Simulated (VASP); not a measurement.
# ZnSe (kat) (F-43m) in VASP: further runs

The runs below take ZnSe (kat) through single point, relaxation of the atoms, with LDA.

Everything below comes from runs of VASP 6.6.1. Logs are shortened: lines on timing, memory, paths and dates and some standing lists are left out, and cuts for length are marked.

## 1. The cell of the first run

It takes space group F-43m (No. 216, cubic). Conventional cell: a = 5.666 Å, b = 5.666 Å, c = 5.666 Å, α = 90.00°, β = 90.00°, γ = 90.00°. Zn (site symmetry -43m) has 4 Se at 2.45 Å within 3.2 Å. Within 3.2 Å of Se (site symmetry -43m) lie 4 Zn at 2.45 Å.

## 2. Single point, LDA (strained cell)

File INCAR:

```
SYSTEM = ZnSe
PREC = Accurate ; ENCUT = 520
EDIFF = 1E-6 ; ISMEAR = 0
SIGMA = 0.02 ; LREAL = .FALSE.
LASPH = .TRUE. ; NELM = 80
ALGO = Normal ; ISIF = 2
LWAVE = .FALSE. ; LCHARG = .FALSE.
NBANDS = 16
```

File KPOINTS:

```
Automatic mesh
0
G
  8 8 8
  0 0 0
```

File POSCAR:

```
ZnSe
1.0
    0.0000000000      2.8328889259      2.8328889259
    2.8328889259      0.0000000000      2.8328889259
    2.8328889259      2.8328889259      0.0000000000
Zn Se
1 1
Direct
    0.0000000000      0.0000000000      0.0000000000
    0.2500000000      0.2500000000      0.2500000000
```

Potentials or basis: VASP PAW LDA potentials, release 64 (Zn, Se).

Run with:

```sh
> cat potpaw_LDA.64/Zn/POTCAR potpaw_LDA.64/Se/POTCAR > POTCAR
> mpirun -np 1 vasp_std > vasp.out
```

OUTCAR:

```text
SYSTEM = ZnSe
   PREC = Accurate
   ENCUT = 520
   EDIFF = 1E-6
   ISMEAR = 0
   LREAL = .FALSE.
   LASPH = .TRUE.
   NELM = 80
   ISIF = 2

 ion  position               nearest neighbor table
   1  0.000  0.000  0.000-   2 2.45   2 2.45   2 2.45   2 2.45
   2  0.250  0.250  0.250-   1 2.45   1 2.45   1 2.45   1 2.45

  LATTYP: Found a face centered cubic cell.
 ALAT       =     5.6657778518

  Lattice vectors:

 A1 = (   0.0000000000,   2.8328889259,   2.8328889259)
 A2 = (   2.8328889259,   0.0000000000,   2.8328889259)
 A3 = (   2.8328889259,   2.8328889259,   0.0000000000)

Analysis of symmetry for initial positions (statically):
=====================================================================
 Subroutine PRICEL returns:
 Original cell was already a primitive cell.

 Routine SETGRP: Setting up the symmetry group for a
 face centered cubic supercell.

 Subroutine GETGRP returns: Found 24 space group operations
 (whereof 24 operations were pure point group operations)
 out of a pool of 48 trial point group operations.

The static configuration has the point symmetry T_d .

Analysis of symmetry for dynamics (positions and initial velocities):
=====================================================================
 Subroutine PRICEL returns:
 Original cell was already a primitive cell.

 Routine SETGRP: Setting up the symmetry group for a
 face centered cubic supercell.

 Subroutine GETGRP returns: Found 24 space group operations
 (whereof 24 operations were pure point group operations)
 out of a pool of 48 trial point group operations.

The dynamic configuration has the point symmetry T_d .

 Subroutine INISYM returns: Found 24 space group operations
 (whereof 24 operations are pure point group operations),
 and found     1 'primitive' translations

----------------------------------------------------------------------------------------

                                     Primitive cell

  volume of cell :      45.4693

  direct lattice vectors                    reciprocal lattice vectors
     0.000000000  2.832888926  2.832888926    -0.176498272  0.176498272  0.176498272
     2.832888926  0.000000000  2.832888926     0.176498272 -0.176498272  0.176498272
     2.832888926  2.832888926  0.000000000     0.176498272  0.176498272 -0.176498272

  length of vectors
     4.006309940  4.006309940  4.006309940     0.305703974  0.305703974  0.305703974

  position of ions in fractional coordinates (direct lattice)
     0.000000000  0.000000000  0.000000000
     0.250000000  0.250000000  0.250000000

[... 77 lines left out ...]
   LREAL  =      F    real-space projection
   EDIFFG = 0.1E-04   stopping-criterion for IOM
   NSW    =      0    number of steps for IOM
   IBRION =     -1    ionic relax: 0-MD 1-quasi-New 2-CG
   NFREE  =      0    steps in history (QN), initial steepest desc. (CG)
   ISIF   =      2    stress and relaxation
   ISYM   =      2    0-nonsym 1-usesym 2-fastsym
   POTIM  = 0.5000    time-step for ionic-motion
   TEBEG  =    0.0;   TEEND  =   0.0 temperature during run
   PSTRESS=    0.0 pullay stress
   NELECT =      18.0000    total number of electrons
   NUPDOWN=      -1.0000    fix difference up-down
   EMIN   =  10.00;   EMAX   =-10.00  energy-range for DOS
   EFERMI =   0.00;   METHOD = LEGACY
   ISMEAR =     0;   SIGMA  =   0.02  broadening in eV -4-tet -1-fermi 0-gaus
   EFERMI_NEDOS =   21; number of points for ismear=-14 and -15
   IALGO  =     38    algorithm
   IMIX   =      4    mixing-type and parameters
     AMIX     =   0.40;   BMIX     =  1.00
     AMIX_MAG =   1.60;   BMIX_MAG =  1.00
  volume/ion in A,a.u.               =      22.73       153.42
  Fermi-wavevector in a.u.,A,eV,Ry     =   1.202060  2.271564 19.659712  1.444948
  Thomas-Fermi vector in A             =   2.337852
   LORBIT       =      0    0 simple, 1 ext, 2 COOP (PROOUT), +10 PAW based schemes
   GGA     = CA    functional components
   LHFCALC =     F    Hartree Fock is set to
   AEXX    =    0.0000 exact exchange contribution
   IVDW    =     0    specifies the selected vdW correction
   LEPSILON=     F    determine dielectric tensor
   LRPA    =     F    only Hartree local field effects (RPA)
 non-spin polarized calculation
 Gauss-broadening in eV      SIGMA  =   0.02
  energy-cutoff  :      520.00
  volume of cell :       45.47
 maximum number of plane-waves:      1243
 NGX is ok and might be reduce to    30
   NGX = 15   NGY = 15   NGZ = 15

 number of electron      18.0000010 magnetization

 Free energy of the ion-electron system (eV)
  ---------------------------------------------------
  ext. energy  EPLUGINS =         0.00000000
  ---------------------------------------------------
  free energy    TOTEN  =        -7.35126521 eV

  energy without entropy =       -7.35126521  energy(sigma->0) =       -7.35126521

 E-fermi :   1.6043     XC(G=0):  -9.7032

 val. band max:        1.5159706305   @ k =   0.0000   0.0000   0.0000
 cond. band min:       2.5883949578   @ k =   0.0000   0.0000   0.0000
 fundamental gap:      1.0724243272
 Fermi energy:         1.6043429133

 k-point     1 :       0.0000    0.0000    0.0000
  band No.  band energies     occupation
      1     -11.7799      2.00000
      2      -5.1642      2.00000
      3      -5.1642      2.00000
      4      -5.1642      2.00000
      5      -4.8041      2.00000
      6      -4.8041      2.00000
[... 433 lines left out ...]
      3      -5.0263      2.00000
      4      -4.8360      2.00000
      5      -4.7971      2.00000
      6      -4.5911      2.00000
[... 8 lines left out ...]
     15      14.1224      0.00000
     16      14.9368      0.00000

 [... further k-points ...]

------------------------ aborting loop because EDIFF is reached ----------------------------------------

  FORCE on cell =-STRESS in cart. coord.  units (eV):
  Direction    XX          YY          ZZ          XY          YZ          ZX
  --------------------------------------------------------------------------------------
  -------------------------------------------------------------------------------------
  Total       -0.8619912     -0.8619912     -0.8619912      0.0000000     -0.0000000      0.0000000
  in kB      -30.3734941    -30.3734941    -30.3734941      0.0000000     -0.0000000      0.0000000
  external PRESSURE =     -30.3734941 kB  Pullay stress =       0.0000000 kB

 VOLUME and BASIS-vectors are now :
 -----------------------------------------------------------------------------
  energy-cutoff  :      520.00
  volume of cell :       45.47
      direct lattice vectors                 reciprocal lattice vectors
     0.000000000  2.832888926  2.832888926    -0.176498272  0.176498272  0.176498272
     2.832888926  0.000000000  2.832888926     0.176498272 -0.176498272  0.176498272
     2.832888926  2.832888926  0.000000000     0.176498272  0.176498272 -0.176498272

 POSITION                                       TOTAL-FORCE (eV/Angst)
 -----------------------------------------------------------------------------------
      0.00000      0.00000      0.00000        -0.000000     -0.000000     -0.000000
      1.41644      1.41644      1.41644         0.000000      0.000000      0.000000
 -----------------------------------------------------------------------------------
    total drift:                               -0.000001     -0.000001     -0.000001

  FREE ENERGIE OF THE ION-ELECTRON SYSTEM (eV)
  ---------------------------------------------------
  free  energy   TOTEN  =        -7.3512652115 eV

  energy  without entropy=       -7.3512652115  energy(sigma->0) =       -7.35126521
```

It took 8.7 s on 1 thread of Intel Xeon 6975P-C (Granite Rapids), shared host; peak memory 0.16 GiB.

Results:

```yaml
Free_energy: -7.3513 eV
Pressure: -3.0 GPa
Band_gap_on_the_k_mesh: 1.07 eV, direct
```

Caveat: the cell differs from its parent crystal (strained cell).

## 3. Relaxation of the atoms, LDA (strained cell)

File INCAR:

```
ALGO     = Normal         # electronic algorithm
EDIFF    = 1E-7           # SCF threshold, eV
EDIFFG   = -0.002         # ionic threshold
ENCUT    = 520            # plane-wave cutoff, eV
GGA      = CA             # functional
IBRION   = 2              # ionic algorithm
ISIF     = 2              # what is computed and relaxed
ISMEAR   = 0              # smearing method
LASPH    = True           # aspherical terms in the spheres
LCHARG   = False          # write CHGCAR
LREAL    = False          # projectors in reciprocal space
LWAVE    = False          # write WAVECAR
NELM     = 60             # most SCF steps
NSW      = 60             # ionic steps
PREC     = Accurate       # precision mode
SIGMA    = 0.02           # smearing width, eV
```

File KPOINTS:

```
k-points
0
Gamma
  8 8 8
```

POSCAR is that of step 2.

Potentials or basis: VASP PAW LDA potentials, release 64 (Zn, Se).

Run with:

```sh
> cat potpaw_LDA.64/Zn/POTCAR potpaw_LDA.64/Se/POTCAR > POTCAR
> mpirun -np 1 vasp_std > vasp.out
```

Run time: 7.8 s. Hardware: 1 thread of Intel Xeon 6975P-C (Granite Rapids), shared host; peak memory 0.15 GiB.

Results (log left out):

```yaml
Free_energy: -7.3513 eV
Pressure_after_relaxing: -3.0 GPa
Band_gap_on_the_k_mesh: 1.07 eV, direct
```

Final structure:
```
Zn Se
1.0
     0.00000    2.83289    2.83289
     2.83289    0.00000    2.83289
     2.83289    2.83289    0.00000
Zn Se
1 1
Direct
  0.00000 0.00000 0.00000
  0.25000 0.25000 0.25000
```

Levels at points of the mesh, in eV from the valence-band top:
```
           k point  band 5  band 6  band 7  band 8  band 9  band 10  band 11  band 12  band 13
(0.00, 0.00, 0.00)   -6.32   -6.32    0.00    0.00    0.00     1.07     5.70     5.70     5.70
(0.50, 0.00, 0.00)   -6.30   -6.16   -5.30   -0.88   -0.88     2.37     6.28     6.28     8.36
(0.50, 0.50, 0.00)   -6.27   -6.14   -4.83   -2.21   -2.21     2.81     3.33    10.52    11.09
```

Caveat: the cell differs from its parent crystal (strained cell); the relaxation stopped at its first step, so nothing moved.
